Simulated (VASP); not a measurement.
# CdF2 (Fm-3m) in VASP: further runs

Aim: see how the results for CdF2 move with the level of theory and the settings. Levels: PBE, r2SCAN. Tasks: single point.

Everything below comes from runs of VASP 6.6.1. Logs are shortened: lines on timing, memory, paths and dates and some standing lists are left out, and cuts for length are marked.

## (1) The cell of the first run

Symmetry: Fm-3m, No. 225, cubic system. The conventional cell has a = 5.365 Å, b = 5.365 Å, c = 5.365 Å, α = 90.00°, β = 90.00°, γ = 90.00°. Cd (site symmetry m-3m) has 8 F at 2.32 Å within 3.1 Å. F (site symmetry -43m) has 4 Cd at 2.32 Å and 6 F at 2.68 Å within 3.1 Å.

## (2) Single point, PBE

File INCAR:

```
  ALGO = Normal
  EDIFF = 1E-6
  ENCUT = 520
  GGA = PE
  ISIF = 2
  ISMEAR = 0
  LASPH = True
  LCHARG = True
  LELF = True
  LREAL = False
  LVHAR = True
  LWAVE = False
  NBANDS = 20
  NELM = 60
  PREC = Accurate
  SIGMA = 0.01
```

File KPOINTS:

```
k-points
0
Gamma
  8 8 8
```

File POSCAR:

```
CdF2
1.0
    0.0000000000      2.6825809959      2.6825809959
    2.6825809959      0.0000000000      2.6825809959
    2.6825809959      2.6825809959      0.0000000000
Cd F
1 2
Direct
    0.0000000000      0.0000000000      0.0000000000
    0.2500000000      0.2500000000      0.2500000000
    0.7500000000      0.7500000000      0.7500000000
```

Potentials or basis: VASP PAW PBE potentials, release 64 (Cd, F).

Run with:

```console
cat potpaw_PBE.64/Cd/POTCAR potpaw_PBE.64/F/POTCAR > POTCAR
mpirun -np 1 vasp_std > vasp.out
```

OUTCAR:

```text
EDIFF = 1E-6
   ENCUT = 520
   GGA = PE
   ISIF = 2
   ISMEAR = 0
   LASPH = True
   LREAL = False
   NELM = 60
   PREC = Accurate

 ion  position               nearest neighbor table
   1  0.000  0.000  0.000-   3 2.32   3 2.32   3 2.32   2 2.32   2 2.32   2 2.32   3 2.32   2 2.32

   2  0.250  0.250  0.250-   1 2.32   1 2.32   1 2.32   1 2.32
   3  0.750  0.750  0.750-   1 2.32   1 2.32   1 2.32   1 2.32

  LATTYP: Found a face centered cubic cell.
 ALAT       =     5.3651619918

  Lattice vectors:

 A1 = (   0.0000000000,   2.6825809959,   2.6825809959)
 A2 = (   2.6825809959,   0.0000000000,   2.6825809959)
 A3 = (   2.6825809959,   2.6825809959,   0.0000000000)

Analysis of symmetry for initial positions (statically):
=====================================================================
 Subroutine PRICEL returns:
 Original cell was already a primitive cell.

 Routine SETGRP: Setting up the symmetry group for a
 face centered cubic supercell.

 Subroutine GETGRP returns: Found 48 space group operations
 (whereof 48 operations were pure point group operations)
 out of a pool of 48 trial point group operations.

The static configuration has the point symmetry O_h .

Analysis of symmetry for dynamics (positions and initial velocities):
=====================================================================
 Subroutine PRICEL returns:
 Original cell was already a primitive cell.

 Routine SETGRP: Setting up the symmetry group for a
 face centered cubic supercell.

 Subroutine GETGRP returns: Found 48 space group operations
 (whereof 48 operations were pure point group operations)
 out of a pool of 48 trial point group operations.

The dynamic configuration has the point symmetry O_h .

 Subroutine INISYM returns: Found 48 space group operations
 (whereof 48 operations are pure point group operations),
 and found     1 'primitive' translations

----------------------------------------------------------------------------------------

                                     Primitive cell

  volume of cell :      38.6090

  direct lattice vectors                    reciprocal lattice vectors
     0.000000000  2.682580996  2.682580996    -0.186387662  0.186387662  0.186387662
     2.682580996  0.000000000  2.682580996     0.186387662 -0.186387662  0.186387662
     2.682580996  2.682580996  0.000000000     0.186387662  0.186387662 -0.186387662

  length of vectors
     3.793742427  3.793742427  3.793742427     0.322832901  0.322832901  0.322832901

  position of ions in fractional coordinates (direct lattice)
     0.000000000  0.000000000  0.000000000
     0.250000000  0.250000000  0.250000000
     0.750000000  0.750000000  0.750000000

  ion indices of the primitive-cell ions
   primitive index   ion index
                 1           1
                 2           2
                 3           3

----------------------------------------------------------------------------------------

 KPOINTS: k-points

Automatic generation of k-mesh.
 Grid dimensions read from file:
 generate k-points for:    8    8    8

 Generating k-lattice:

  Cartesian coordinates                     Fractional coordinates (reciprocal lattice)
    -0.023298458  0.023298458  0.023298458     0.125000000  0.000000000  0.000000000
     0.023298458 -0.023298458  0.023298458     0.000000000  0.125000000  0.000000000
     0.023298458  0.023298458 -0.023298458     0.000000000  0.000000000  0.125000000

  Length of vectors
     0.040354113  0.040354113  0.040354113

  Shift w.r.t. Gamma in fractional coordinates (k-lattice)
     0.000000000  0.000000000  0.000000000

 Subroutine IBZKPT returns following result:
 ===========================================

 Found     29 irreducible k-points:

 Following reciprocal coordinates:
            Coordinates               Weight
  0.000000  0.000000  0.000000      1.000000
  0.125000  0.000000  0.000000      8.000000
  0.250000  0.000000  0.000000      8.000000
  0.375000  0.000000  0.000000      8.000000
  0.500000  0.000000  0.000000      4.000000
  0.125000  0.125000  0.000000      6.000000
[... 16 lines left out ...]
  0.500000  0.250000  0.125000     48.000000
 -0.375000  0.250000  0.125000     24.000000
 [... further k-points ...]
   k-points           NKPTS =     29   k-points in BZ     NKDIM =     29   number of bands    NBANDS=     20
   number of dos      NEDOS =    301   number of ions     NIONS =      3
   total plane-waves  NPLWV =  21952
   dimension x,y,z NGX =    28 NGY =   28 NGZ =   28
   dimension x,y,z NGXF=    56 NGYF=   56 NGZF=   56
   ions per type =               1   2
   NGX,Y,Z   is equivalent  to a cutoff of  12.27, 12.27, 12.27 a.u.
   NGXF,Y,Z  is equivalent  to a cutoff of  24.54, 24.54, 24.54 a.u.
 SYSTEM =  unknown system
   PREC   = accura    normal or accurate (medium, high low for compatibility)
   ISTART =      0    job   : 0-new  1-cont  2-samecut
   ICHARG =      2    charge: 1-file 2-atom 10-const
   ISPIN  =      1    spin polarized calculation?
   LNONCOLLINEAR =      F non collinear calculations
   LSORBIT =      F    spin-orbit coupling
   LASPH  =      T    aspherical Exc in radial PAW
   ENCUT  =  520.0 eV  38.22 Ry    6.18 a.u.   7.05  7.05  7.05*2*pi/ulx,y,z
   NELM   =     60;   NELMIN=  2; NELMDL= -5     # of ELM steps
   EDIFF  = 0.1E-05   stopping-criterion for ELM
   LREAL  =      F    real-space projection
   EDIFFG = 0.1E-04   stopping-criterion for IOM
   NSW    =      0    number of steps for IOM
   IBRION =     -1    ionic relax: 0-MD 1-quasi-New 2-CG
   NFREE  =      0    steps in history (QN), initial steepest desc. (CG)
   ISIF   =      2    stress and relaxation
   ISYM   =      2    0-nonsym 1-usesym 2-fastsym
   POTIM  = 0.5000    time-step for ionic-motion
   TEBEG  =    0.0;   TEEND  =   0.0 temperature during run
   PSTRESS=    0.0 pullay stress
   NELECT =      26.0000    total number of electrons
   NUPDOWN=      -1.0000    fix difference up-down
   EMIN   =  10.00;   EMAX   =-10.00  energy-range for DOS
   EFERMI =   0.00;   METHOD = LEGACY
   ISMEAR =     0;   SIGMA  =   0.01  broadening in eV -4-tet -1-fermi 0-gaus
   EFERMI_NEDOS =   21; number of points for ismear=-14 and -15
   IALGO  =     38    algorithm
   IMIX   =      4    mixing-type and parameters
     AMIX     =   0.40;   BMIX     =  1.00
     AMIX_MAG =   1.60;   BMIX_MAG =  1.00
  volume/ion in A,a.u.               =      12.87        86.85
  Fermi-wavevector in a.u.,A,eV,Ry     =   1.434949  2.711660 28.015462  2.059078
  Thomas-Fermi vector in A             =   2.554301
   LORBIT       =      0    0 simple, 1 ext, 2 COOP (PROOUT), +10 PAW based schemes
   GGA     = PE    functional components
   LHFCALC =     F    Hartree Fock is set to
   AEXX    =    0.0000 exact exchange contribution
   IVDW    =     0    specifies the selected vdW correction
   LEPSILON=     F    determine dielectric tensor
   LRPA    =     F    only Hartree local field effects (RPA)
 non-spin polarized calculation
 Gauss-broadening in eV      SIGMA  =   0.01
  energy-cutoff  :      520.00
  volume of cell :       38.61
 maximum number of plane-waves:      1056
   NGX = 15   NGY = 15   NGZ = 15

 number of electron      25.9999999 magnetization

 Free energy of the ion-electron system (eV)
  ---------------------------------------------------
  ext. energy  EPLUGINS =         0.00000000
  ---------------------------------------------------
  free energy    TOTEN  =       -10.83665899 eV

  energy without entropy =      -10.83665899  energy(sigma->0) =      -10.83665899

 E-fermi :  -1.1708     XC(G=0): -10.4817

 val. band max:       -1.2140732687   @ k =  -0.2500   0.5000   0.2500
 cond. band min:       1.8995984068   @ k =   0.0000   0.0000   0.0000
 fundamental gap:      3.1136716755
 Fermi energy:        -1.1707611693

 k-point     1 :       0.0000    0.0000    0.0000
  band No.  band energies     occupation
      1     -22.0909      2.00000
      2     -20.9508      2.00000
      3      -6.8705      2.00000
      4      -6.8705      2.00000
      5      -6.8705      2.00000
      6      -5.6061      2.00000
[... 12 lines left out ...]
     19      18.7763      0.00000
     20      18.7763      0.00000

 k-point     2 :       0.1250    0.0000    0.0000
  band No.  band energies     occupation
      1     -22.0398      2.00000
      2     -20.9958      2.00000
      3      -6.8095      2.00000
      4      -6.8095      2.00000
      5      -6.6992      2.00000
      6      -5.6253      2.00000
[... 12 lines left out ...]
     19      18.3793      0.00000
     20      18.3793      0.00000

 k-point     3 :       0.2500    0.0000    0.0000
  band No.  band energies     occupation
      1     -21.9011      2.00000
      2     -21.1201      2.00000
      3      -6.6687      2.00000
      4      -6.6687      2.00000
      5      -6.2383      2.00000
      6      -5.6415      2.00000
[... 12 lines left out ...]
     19      17.7137      0.00000
     20      18.5054      0.00000

 k-point     4 :       0.3750    0.0000    0.0000
  band No.  band energies     occupation
      1     -21.7101      2.00000
      2     -21.2933      2.00000
      3      -6.5523      2.00000
      4      -6.5523      2.00000
      5      -5.6564      2.00000
      6      -5.5876      2.00000
[... 12 lines left out ...]
     19      17.2346      0.00000
     20      18.0162      0.00000

 k-point     5 :       0.5000    0.0000    0.0000
  band No.  band energies     occupation
      1     -21.5369      2.00000
      2     -21.4586      2.00000
      3      -6.5170      2.00000
      4      -6.5170      2.00000
      5      -5.5328      2.00000
      6      -5.5328      2.00000
[... 12 lines left out ...]
     19      17.0624      0.00000
     20      17.6576      0.00000
[... 353 lines left out ...]
      6      -5.4860      2.00000
[... 12 lines left out ...]
     19      18.3705      0.00000
     20      20.2872      0.00000

 k-point    22 :       0.3750    0.2500    0.1250
  band No.  band energies     occupation
      1     -21.8042      2.00000
      2     -21.1982      2.00000
      3      -6.5278      2.00000
      4      -6.4821      2.00000
      5      -5.9561      2.00000
      6      -5.8935      2.00000
[... 12 lines left out ...]
     19      18.3556      0.00000
     20      20.7789      0.00000

 k-point    23 :       0.5000    0.2500    0.1250
  band No.  band energies     occupation
      1     -21.6499      2.00000
      2     -21.3316      2.00000
      3      -6.4350      2.00000
      4      -6.3246      2.00000
      5      -5.8587      2.00000
      6      -5.6034      2.00000
[... 12 lines left out ...]
     19      17.8084      0.00000
     20      20.8000      0.00000

 k-point    24 :      -0.3750    0.2500    0.1250
  band No.  band energies     occupation
      1     -21.5057      2.00000
      2     -21.4664      2.00000
      3      -6.4043      2.00000
      4      -6.2843      2.00000
      5      -5.6734      2.00000
      6      -5.6452      2.00000
[... 12 lines left out ...]
     19      17.5929      0.00000
     20      21.1772      0.00000

 [... further k-points ...]

------------------------ aborting loop because EDIFF is reached ----------------------------------------

  FORCE on cell =-STRESS in cart. coord.  units (eV):
  Direction    XX          YY          ZZ          XY          YZ          ZX
  --------------------------------------------------------------------------------------
  -------------------------------------------------------------------------------------
  Total        1.8855269      1.8855269      1.8855269      0.0000000     -0.0000000      0.0000000
  in kB       78.2446736     78.2446736     78.2446736      0.0000000     -0.0000000      0.0000000
  external PRESSURE =      78.2446736 kB  Pullay stress =       0.0000000 kB

 VOLUME and BASIS-vectors are now :
 -----------------------------------------------------------------------------
  energy-cutoff  :      520.00
  volume of cell :       38.61
      direct lattice vectors                 reciprocal lattice vectors
     0.000000000  2.682580996  2.682580996    -0.186387662  0.186387662  0.186387662
     2.682580996  0.000000000  2.682580996     0.186387662 -0.186387662  0.186387662
     2.682580996  2.682580996  0.000000000     0.186387662  0.186387662 -0.186387662

 POSITION                                       TOTAL-FORCE (eV/Angst)
 -----------------------------------------------------------------------------------
      0.00000      0.00000      0.00000        -0.000000     -0.000000     -0.000000
      1.34129      1.34129      1.34129         0.000000     -0.000000      0.000000
      4.02387      4.02387      4.02387        -0.000000      0.000000      0.000000
 -----------------------------------------------------------------------------------
    total drift:                                0.000000      0.000000      0.000000

  FREE ENERGIE OF THE ION-ELECTRON SYSTEM (eV)
  ---------------------------------------------------
  free  energy   TOTEN  =       -10.8366589852 eV

  energy  without entropy=      -10.8366589852  energy(sigma->0) =      -10.83665899
```

Wall time 48 s (1 thread of Intel Xeon 8259CL, shared host); peak memory 0.16 GiB.

What came out:

```
Free energy            : -10.8367 eV
Pressure               : 7.8 GPa
Band gap on the k mesh : 3.11 eV (least direct gap 3.60 eV)
```

Caveat: the cell stands under pressure.

## (3) Single point, r2SCAN

POSCAR is that of step 2.

File INCAR.step1:

```
ALGO = Normal
EDIFF = 1E-4
ENCUT = 520
GGA = PE
ISMEAR = 0
LASPH = T
LCHARG = F
LREAL = F
LWAVE = T
NBANDS = 20
NELM = 80
PREC = Accurate
SIGMA = 0.01
```

File INCAR.step2:

```
ALGO = Normal
EDIFF = 1E-6
ENCUT = 520
ISIF = 2
ISMEAR = 0
ISTART = 1
LASPH = T
LCHARG = F
LMIXTAU = T
LREAL = F
LWAVE = F
METAGGA = R2SCAN
NBANDS = 20
NELM = 80
PREC = Accurate
SIGMA = 0.01
```

KPOINTS is that of step 2.

Potentials or basis: VASP PAW PBE potentials, release 64 (Cd, F).

Run with:

```console
cat potpaw_PBE.64/Cd/POTCAR potpaw_PBE.64/F/POTCAR > POTCAR
cp INCAR.step1 INCAR
mpirun -np 1 vasp_std > vasp.out
cp INCAR.step2 INCAR
mpirun -np 1 vasp_std > vasp.out
```

It took 2.1 min on 1 thread of Intel Xeon 8259CL, shared host; peak memory 0.18 GiB.

The run converged. Its results:

```
Free energy            : -33.7127 eV
Pressure               : 2.6 GPa
Band gap on the k mesh : 3.80 eV (least direct gap 4.28 eV)
```

Levels at points of the mesh, in eV from the valence-band top:
```
           k point  band 11  band 12  band 13  band 14  band 15  band 16
(0.00, 0.00, 0.00)    -0.49    -0.49    -0.49     3.80    13.67    13.67
(0.50, 0.00, 0.00)    -1.90    -0.39    -0.39     8.09     9.74    15.71
(0.50, 0.50, 0.00)    -0.54    -0.09    -0.09     8.99    10.62    12.21
```

Caveat: the PAW data sets were made with another functional, which shifts forces and pressure a little. r2SCAN opens gaps a little over a GGA but as a rule still falls short of measured ones.
